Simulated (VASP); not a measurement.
# MnSi15 (F-43m) in VASP: single point with PBEsol+U

Aim: the single point of MnSi15 with PBEsol+U.

Program: VASP 6.6.1. These are calculated values, not measurements. Logs are shortened: lines on timing, memory, paths and dates and some standing lists are left out, and cuts for length are marked.

## 1. The cell of the first run

The structure is cubic, space group F-43m (No. 216). Conventional cell: a = 10.874 Å, b = 10.874 Å, c = 10.874 Å, α = 90.00°, β = 90.00°, γ = 90.00°. Mn (site symmetry -43m) has 4 Si at 2.43 Å within 3.2 Å. Within 3.1 Å of Si (site symmetry 2mm) lie 4 Si at 2.33 to 2.35 Å. Within 3.1 Å of Si (site symmetry -43m) lie 4 Si at 2.35 Å. Within 3.1 Å of Si (site symmetry 3m) lie 3 Si at 2.33 Å and 1 Mn at 2.43 Å. Within 3.1 Å of Si (site symmetry 3m) lie 4 Si at 2.35 Å.

## 2. Single point, PBEsol+U

File INCAR:

```
SYSTEM = MnSi15
PREC = Accurate
ENCUT = 680
EDIFF = 1E-6
ISMEAR = 0
SIGMA = 0.05
LREAL = Auto
LASPH = .TRUE.
NELM = 200
ALGO = Normal
ISIF = 2
LWAVE = .FALSE.
LCHARG = .FALSE.
LMAXMIX = 4
LDAU = .TRUE.
LDAUTYPE = 2
LDAUL = 2 -1
LDAUU = 3.5 0
LDAUJ = 0 0
LDAUPRINT = 1
GGA = PS
NBANDS = 52
GGA_COMPAT = .FALSE.
```

File KPOINTS:

```
Automatic mesh
0
G
  3 3 3
  0 0 0
```

File POSCAR:

```
MnSi15
1.0
    0.0000000000      5.4370000000      5.4370000000
    5.4370000000      0.0000000000      5.4370000000
    5.4370000000      5.4370000000      0.0000000000
Mn Si
1 15
Direct
    0.0000000000      1.0000000000      1.0000000000
    0.9996156210      0.9996156210      0.5003843790
    0.9996156210      0.5003843790      0.9996156210
    0.9996156210      0.5003843790      0.5003843790
    0.5003843790      0.9996156210      0.9996156210
    0.5003843790      0.9996156210      0.5003843790
    0.5003843790      0.5003843790      0.9996156210
    0.5000000000      0.5000000000      0.5000000000
    0.1288894793      0.1288894793      0.1288894793
    0.1288894793      0.1288894793      0.6133315620
    0.1288894793      0.6133315620      0.1288894793
    0.1256551594      0.6247816135      0.6247816135
    0.6133315620      0.1288894793      0.1288894793
    0.6247816135      0.1256551594      0.6247816135
    0.6247816135      0.6247816135      0.1256551594
    0.6247816135      0.6247816135      0.6247816135
```

Potentials or basis: VASP PAW PBE potentials, release 64 (Mn_sv, Si).

Command:

```console
$ cat potpaw_PBE.64/Mn_sv/POTCAR potpaw_PBE.64/Si/POTCAR > POTCAR
$ mpirun -np 1 vasp_std > vasp.out
```

OUTCAR:

```text
SYSTEM = MnSi15
   PREC = Accurate
   ENCUT = 680
   EDIFF = 1E-6
   ISMEAR = 0
   LREAL = Auto
   LASPH = .TRUE.
   NELM = 200
   ISIF = 2
   GGA = PS

 ion  position               nearest neighbor table
   1  0.000  0.000  0.000-   9 2.43  10 2.43  11 2.43  13 2.43
   2  1.000  1.000  0.500-  10 2.33   9 2.33  12 2.35  14 2.35
   3  1.000  0.500  1.000-  11 2.33   9 2.33  12 2.35  15 2.35
   4  1.000  0.500  0.500-  10 2.33  11 2.33  12 2.35  16 2.35
   5  0.500  1.000  1.000-  13 2.33   9 2.33  14 2.35  15 2.35
   6  0.500  1.000  0.500-  10 2.33  13 2.33  14 2.35  16 2.35
[... 8 lines left out ...]
  15  0.625  0.625  0.126-   8 2.35   7 2.35   3 2.35   5 2.35
  16  0.625  0.625  0.625-   8 2.35   6 2.35   7 2.35   4 2.35

  LATTYP: Found a face centered cubic cell.
 ALAT       =    10.8740000000

  Lattice vectors:

 A1 = (   0.0000000000,   5.4370000000,   5.4370000000)
 A2 = (   5.4370000000,   0.0000000000,   5.4370000000)
 A3 = (   5.4370000000,   5.4370000000,   0.0000000000)

Analysis of symmetry for initial positions (statically):
=====================================================================
 Subroutine PRICEL returns:
 Original cell was already a primitive cell.

 Routine SETGRP: Setting up the symmetry group for a
 face centered cubic supercell.

 Subroutine GETGRP returns: Found 24 space group operations
 (whereof 24 operations were pure point group operations)
 out of a pool of 48 trial point group operations.

The static configuration has the point symmetry T_d .

Analysis of symmetry for dynamics (positions and initial velocities):
=====================================================================
 Subroutine PRICEL returns:
 Original cell was already a primitive cell.

 Routine SETGRP: Setting up the symmetry group for a
 face centered cubic supercell.

 Subroutine GETGRP returns: Found 24 space group operations
 (whereof 24 operations were pure point group operations)
 out of a pool of 48 trial point group operations.

The dynamic configuration has the point symmetry T_d .

 Subroutine INISYM returns: Found 24 space group operations
 (whereof 24 operations are pure point group operations),
 and found     1 'primitive' translations

----------------------------------------------------------------------------------------

                                     Primitive cell

  volume of cell :     321.4460

  direct lattice vectors                    reciprocal lattice vectors
     0.000000000  5.437000000  5.437000000    -0.091962479  0.091962479  0.091962479
     5.437000000  0.000000000  5.437000000     0.091962479 -0.091962479  0.091962479
     5.437000000  5.437000000  0.000000000     0.091962479  0.091962479 -0.091962479

  length of vectors
     7.689079139  7.689079139  7.689079139     0.159283687  0.159283687  0.159283687

  position of ions in fractional coordinates (direct lattice)
     0.000000000  0.000000000  0.000000000
     0.999615621  0.999615621  0.500384379
     0.999615621  0.500384379  0.999615621
     0.999615621  0.500384379  0.500384379
     0.500384379  0.999615621  0.999615621
     0.500384379  0.999615621  0.500384379
[... 8 lines left out ...]
     0.624781613  0.624781613  0.125655159
     0.624781613  0.624781613  0.624781613

  ion indices of the primitive-cell ions
   primitive index   ion index
                 1           1
                 2           2
                 3           3
                 4           4
                 5           5
                 6           6
[... 8 lines left out ...]
                15          15
                16          16

----------------------------------------------------------------------------------------

 KPOINTS: Automatic mesh

Automatic generation of k-mesh.
 Grid dimensions read from file:
 generate k-points for:    3    3    3

 Generating k-lattice:

  Cartesian coordinates                     Fractional coordinates (reciprocal lattice)
    -0.030654160  0.030654160  0.030654160     0.333333333  0.000000000  0.000000000
     0.030654160 -0.030654160  0.030654160     0.000000000  0.333333333  0.000000000
     0.030654160  0.030654160 -0.030654160     0.000000000  0.000000000  0.333333333

  Length of vectors
     0.053094562  0.053094562  0.053094562

  Shift w.r.t. Gamma in fractional coordinates (k-lattice)
     0.000000000  0.000000000  0.000000000

 Subroutine IBZKPT returns following result:
 ===========================================

 Found      4 irreducible k-points:

 Following reciprocal coordinates:
            Coordinates               Weight
  0.000000  0.000000  0.000000      1.000000
  0.333333  0.000000  0.000000      8.000000
  0.333333  0.333333  0.000000      6.000000
 -0.333333  0.333333  0.000000     12.000000
   k-points           NKPTS =      4   k-points in BZ     NKDIM =      4   number of bands    NBANDS=     52
   number of dos      NEDOS =    301   number of ions     NIONS =     16
   total plane-waves  NPLWV = 343000
   dimension x,y,z NGX =    70 NGY =   70 NGZ =   70
   dimension x,y,z NGXF=   140 NGYF=  140 NGZF=  140
   ions per type =               1  15
   NGX,Y,Z   is equivalent  to a cutoff of  15.13, 15.13, 15.13 a.u.
   NGXF,Y,Z  is equivalent  to a cutoff of  30.27, 30.27, 30.27 a.u.
 SYSTEM =  MnSi15
   PREC   = accura    normal or accurate (medium, high low for compatibility)
   ISTART =      0    job   : 0-new  1-cont  2-samecut
   ICHARG =      2    charge: 1-file 2-atom 10-const
   ISPIN  =      1    spin polarized calculation?
   LNONCOLLINEAR =      F non collinear calculations
   LSORBIT =      F    spin-orbit coupling
   LASPH  =      T    aspherical Exc in radial PAW
   ENCUT  =  680.0 eV  49.98 Ry    7.07 a.u.  16.35 16.35 16.35*2*pi/ulx,y,z
   NELM   =    200;   NELMIN=  2; NELMDL= -5     # of ELM steps
   EDIFF  = 0.1E-05   stopping-criterion for ELM
   LREAL  =      T    real-space projection
   EDIFFG = 0.1E-04   stopping-criterion for IOM
   NSW    =      0    number of steps for IOM
   IBRION =     -1    ionic relax: 0-MD 1-quasi-New 2-CG
   NFREE  =      0    steps in history (QN), initial steepest desc. (CG)
   ISIF   =      2    stress and relaxation
   ISYM   =      2    0-nonsym 1-usesym 2-fastsym
   POTIM  = 0.5000    time-step for ionic-motion
   TEBEG  =    0.0;   TEEND  =   0.0 temperature during run
   PSTRESS=    0.0 pullay stress
   NELECT =      75.0000    total number of electrons
   NUPDOWN=      -1.0000    fix difference up-down
   EMIN   =  10.00;   EMAX   =-10.00  energy-range for DOS
   EFERMI =   0.00;   METHOD = LEGACY
   ISMEAR =     0;   SIGMA  =   0.05  broadening in eV -4-tet -1-fermi 0-gaus
   EFERMI_NEDOS =   21; number of points for ismear=-14 and -15
   IALGO  =     38    algorithm
   IMIX   =      4    mixing-type and parameters
     AMIX     =   0.40;   BMIX     =  1.00
     AMIX_MAG =   1.60;   BMIX_MAG =  1.00
  volume/ion in A,a.u.               =      20.09       135.58
  Fermi-wavevector in a.u.,A,eV,Ry     =   1.007842  1.904546 13.820065  1.015746
  Thomas-Fermi vector in A             =   2.140672
   LORBIT       =      0    0 simple, 1 ext, 2 COOP (PROOUT), +10 PAW based schemes
 LDA+U is selected, type is set to LDAUTYPE =  2
   angular momentum for each species LDAUL =     2   -1
   U (eV)           for each species LDAUU =   3.5  0.0
   J (eV)           for each species LDAUJ =   0.0  0.0
   GGA     = PS    functional components
   LHFCALC =     F    Hartree Fock is set to
   AEXX    =    0.0000 exact exchange contribution
   IVDW    =     0    specifies the selected vdW correction
   LEPSILON=     F    determine dielectric tensor
   LRPA    =     F    only Hartree local field effects (RPA)
 non-spin polarized calculation
 Gauss-broadening in eV      SIGMA  =   0.05
  energy-cutoff  :      680.00
  volume of cell :      321.45
 maximum number of plane-waves:     12946
 NGX is ok and might be reduce to    70
   NGX = 33   NGY = 33   NGZ = 33

atom =   1  type =  1  l = 2

 onsite density matrix

spin component  1

  0.4085 -0.0000  0.0000 -0.0000  0.0000
 -0.0000  0.4085 -0.0000 -0.0000 -0.0000
  0.0000 -0.0000  0.5821 -0.0000  0.0000
 -0.0000 -0.0000 -0.0000  0.4085  0.0000
  0.0000 -0.0000  0.0000  0.0000  0.5821

spin component  2

  0.4085 -0.0000  0.0000 -0.0000  0.0000
 -0.0000  0.4085 -0.0000 -0.0000 -0.0000
  0.0000 -0.0000  0.5821 -0.0000  0.0000
 -0.0000 -0.0000 -0.0000  0.4085  0.0000
  0.0000 -0.0000  0.0000  0.0000  0.5821

 occupancies and eigenvectors

  o =  0.4085  v =  1.0000  0.0000  0.0000  0.0000  0.0000  0.0000  0.0000  0.0000  0.0000  0.0000      0.0000  0.0000  0.0000  0.0000  0.0000  0.0000  0.0000  0.0000  0.0000  0.0000
  o =  0.4085  v =  0.0000  0.0000  0.0000  0.0000  0.0000  1.0000  0.0000  0.0000  0.0000  0.0000      0.0000  0.0000  0.0000  0.0000  0.0000  0.0000  0.0000  0.0000  0.0000  0.0000
  o =  0.4085  v =  0.0000  0.8510 -0.0000 -0.5252 -0.0000  0.0000  0.0000  0.0000  0.0000  0.0000      0.0000  0.0000  0.0000  0.0000  0.0000  0.0000  0.0000  0.0000  0.0000  0.0000
  o =  0.4085  v =  0.0000  0.0000  0.0000  0.0000  0.0000  0.0000  0.8510 -0.0000 -0.5252 -0.0000      0.0000  0.0000  0.0000  0.0000  0.0000  0.0000  0.0000  0.0000  0.0000  0.0000
  o =  0.4085  v =  0.0000  0.0000  0.0000  0.0000  0.0000  0.0000 -0.5252  0.0000 -0.8510 -0.0000      0.0000  0.0000  0.0000  0.0000  0.0000  0.0000  0.0000  0.0000  0.0000  0.0000
  o =  0.4085  v =  0.0000 -0.5252  0.0000 -0.8510 -0.0000  0.0000  0.0000  0.0000  0.0000  0.0000      0.0000  0.0000  0.0000  0.0000  0.0000  0.0000  0.0000  0.0000  0.0000  0.0000
  o =  0.5821  v =  0.0000  0.0000  0.0000  0.0000  0.0000  0.0000  0.0000  0.9995  0.0000 -0.0313      0.0000  0.0000  0.0000  0.0000  0.0000  0.0000  0.0000  0.0000  0.0000  0.0000
  o =  0.5821  v =  0.0000  0.0000  0.9995  0.0000 -0.0313  0.0000  0.0000  0.0000  0.0000  0.0000      0.0000  0.0000  0.0000  0.0000  0.0000  0.0000  0.0000  0.0000  0.0000  0.0000
  o =  0.5821  v =  0.0000  0.0000  0.0313 -0.0000  0.9995  0.0000  0.0000  0.0000  0.0000  0.0000      0.0000  0.0000  0.0000  0.0000  0.0000  0.0000  0.0000  0.0000  0.0000  0.0000
  o =  0.5821  v =  0.0000  0.0000  0.0000  0.0000  0.0000  0.0000  0.0000  0.0313 -0.0000  0.9995      0.0000  0.0000  0.0000  0.0000  0.0000  0.0000  0.0000  0.0000  0.0000  0.0000

 number of electron      74.9999990 magnetization

 Free energy of the ion-electron system (eV)
  ---------------------------------------------------
  ext. energy  EPLUGINS =         0.00000000
  ---------------------------------------------------
  free energy    TOTEN  =       -88.32799597 eV

  energy without entropy =      -88.31446441  energy(sigma->0) =      -88.32123019

 E-fermi :   5.4479     XC(G=0):  -9.6031

 val. band max:        5.3635351229   @ k =   0.3333   0.0000   0.0000
 cond. band min:       5.4581748883   @ k =  -0.3333   0.3333   0.0000
 fundamental gap:      0.0946397654
 Fermi energy:         5.4479085058

 k-point     1 :       0.0000    0.0000    0.0000
  band No.  band energies     occupation
      1     -72.6780      2.00000
      2     -41.5727      2.00000
      3     -41.5727      2.00000
      4     -41.5727      2.00000
      5      -6.1299      2.00000
      6      -3.9314      2.00000
[... 41 lines left out ...]
     48       8.1865      0.00000
     49       8.3619      0.00000

 k-point     2 :       0.3333    0.0000    0.0000
  band No.  band energies     occupation
      1     -72.6780      2.00000
      2     -41.5727      2.00000
      3     -41.5727      2.00000
      4     -41.5727      2.00000
      5      -5.7873      2.00000
      6      -4.7731      2.00000
[... 41 lines left out ...]
     48       8.2241      0.00000
     49       8.5699      0.00000

 k-point     3 :       0.3333    0.3333    0.0000
  band No.  band energies     occupation
      1     -72.6780      2.00000
      2     -41.5727      2.00000
      3     -41.5727      2.00000
      4     -41.5727      2.00000
      5      -5.6684      2.00000
      6      -4.3436      2.00000
[... 41 lines left out ...]
     48       8.6331      0.00000
     49       8.6377      0.00000

 k-point     4 :      -0.3333    0.3333    0.0000
  band No.  band energies     occupation
      1     -72.6780      2.00000
      2     -41.5727      2.00000
      3     -41.5727      2.00000
      4     -41.5727      2.00000
      5      -5.2571      2.00000
      6      -4.9737      2.00000
[... 41 lines left out ...]
     48       9.1536      0.00000
     49       9.2283      0.00000
 [bands above 49 left out]

------------------------ aborting loop because EDIFF is reached ----------------------------------------

  FORCE on cell =-STRESS in cart. coord.  units (eV):
  Direction    XX          YY          ZZ          XY          YZ          ZX
  --------------------------------------------------------------------------------------
  -------------------------------------------------------------------------------------
  Total       -1.7318727     -1.7318727     -1.7318727      0.0000000      0.0000000      0.0000000
  in kB       -8.6321414     -8.6321414     -8.6321414      0.0000000      0.0000000      0.0000000
  external PRESSURE =      -8.6321414 kB  Pullay stress =       0.0000000 kB

 VOLUME and BASIS-vectors are now :
 -----------------------------------------------------------------------------
  energy-cutoff  :      680.00
  volume of cell :      321.45
      direct lattice vectors                 reciprocal lattice vectors
     0.000000000  5.437000000  5.437000000    -0.091962479  0.091962479  0.091962479
     5.437000000  0.000000000  5.437000000     0.091962479 -0.091962479  0.091962479
     5.437000000  5.437000000  0.000000000     0.091962479  0.091962479 -0.091962479

 POSITION                                       TOTAL-FORCE (eV/Angst)
 -----------------------------------------------------------------------------------
      0.00000      0.00000      0.00000         0.000000      0.000000      0.000000
      8.15550      8.15550     10.86982         0.000000      0.000000     -0.204065
      8.15550     10.86982      8.15550         0.000000     -0.204065      0.000000
      5.44118      8.15550      8.15550         0.204065      0.000000      0.000000
     10.86982      8.15550      8.15550        -0.204065      0.000000      0.000000
      8.15550      5.44118      8.15550         0.000000      0.204065      0.000000
[... 8 lines left out ...]
      4.08012      4.08012      6.79388         0.013112      0.013112     -0.013112
      6.79388      6.79388      6.79388        -0.013112     -0.013112     -0.013112
 -----------------------------------------------------------------------------------
    total drift:                                0.000000      0.000000     -0.000000

  FREE ENERGIE OF THE ION-ELECTRON SYSTEM (eV)
  ---------------------------------------------------
  free  energy   TOTEN  =       -88.3279959740 eV

  energy  without entropy=      -88.3144644098  energy(sigma->0) =      -88.32123019
```

It took 4.4 min on 1 thread of Intel Xeon Platinum 8559C (Emerald Rapids), shared host; peak memory 0.67 GiB.

What came out:

| Item | Value |
| --- | --- |
| Free energy | -88.3280 eV |
| Pressure | -0.9 GPa |
| Largest force | 1.459 eV/Å |
| Band gap on the k mesh | zero (an odd number of electrons rules out a gap without spin polarisation) |

Forces on the atoms (eV/Å):
```
Mn   0.000  0.000  0.000
Si   0.000  0.000 -0.204
Si   0.000 -0.204  0.000
Si   0.204  0.000  0.000
Si  -0.204  0.000  0.000
Si   0.000  0.204  0.000
Si   0.000  0.000  0.204
Si   0.000  0.000  0.000
Si  -0.842 -0.842 -0.842
Si   0.842  0.842 -0.842
Si   0.842 -0.842  0.842
Si  -0.013  0.013  0.013
Si  -0.842  0.842  0.842
Si   0.013 -0.013  0.013
Si   0.013  0.013 -0.013
Si  -0.013 -0.013 -0.013
```

Eigenvalues of the final occupation matrices:
```
    site  spin  trace               eigenvalues
site 1 d     1   2.39  0.41 0.41 0.41 0.58 0.58
site 1 d     2   2.39  0.41 0.41 0.41 0.58 0.58
```

Caveat: the PAW data sets were made with another functional, which shifts forces and pressure a little; an odd number of electrons without spin polarisation forces a metal; a magnetic or distorted state may lie lower; the run has no spin polarisation, though such a crystal can be magnetic; U without spin polarisation on a metal has little footing; the U is typed as a test and isn't derived for this compound.

The gap in the log of VASP goes by the Fermi energy; the results here count the filled bands.